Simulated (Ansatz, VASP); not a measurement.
C in VASP and in Ansatz

File INCAR:

```
  PREC = Accurate
  ENCUT = 600
  EDIFF = 1E-6
  ISMEAR = -1
  SIGMA = 0.05
  LREAL = F
  LASPH = T
  NELM = 60
  ALGO = Normal
  ISIF = 3
  LWAVE = F
  LCHARG = F
  GGA = PS
  IVDW = 13
  IBRION = 2
  NSW = 80
  EDIFFG = -0.02
```

File KPOINTS:

```
regular mesh
0
Gamma
  13 13 13
```

The input POSCAR:

```
C
1.0
    0.0000000000      1.7833700000      1.7833700000
    1.7833700000      0.0000000000      1.7833700000
    1.7833700000      1.7833700000      0.0000000000
C
2
Direct
    0.7500000000      0.7500000000      0.7500000000
    0.5000000000      0.5000000000      0.5000000000
```

The input input.yaml:

```yaml
crystal:
  lattice:
    - [0.0, 1.78337, 1.78337]
    - [1.78337, 0.0, 1.78337]
    - [1.78337, 1.78337, 0.0]
  atoms:
    - { symbol: C, position: [0.75, 0.75, 0.75] }
    - { symbol: C, position: [0.5, 0.5, 0.5] }
kpoints:
  mp_grid: { grid: [13, 13, 13] }
scf:
  occupations: { method: fermi_dirac, width: 0.05 }
hamiltonian:
  xc: pbesol
  dispersion: d4
  pseudopotentials: { kind: all_electron, lapw: { basis_error: 0.001 } }
output:
  forces: true
  stress: true
relax:
  f_tol: 0.02
  max_steps: 60
  cell: {}
```

Alike in both runs: task relaxation of cell and atoms; functional PBEsol; dispersion D4; k mesh 13 × 13 × 13; occupations fermi-dirac, width 0.05 eV; no spin polarisation.

|  | VASP | Ansatz |
| --- | --- | --- |
| version | VASP 6.6.1 | Ansatz 0.2.0 |
| potentials or method | VASP PAW PBE potentials, release 64 (C), cutoff 600 eV | all-electron LAPW, scalar-relativistic |

|  | VASP | Ansatz | Ansatz less VASP |
| --- | --- | --- | --- |
| relaxed volume (Å³/atom) | 5.58 | 5.57 | -0.005 |
| relaxed cell length with the largest relative difference (Å) | 2.508 | 2.507 | -0.0008 |

VASP's potentials were made for PBE, not for PBEsol. Ansatz ran all-electron here, and VASP with PAW potentials.
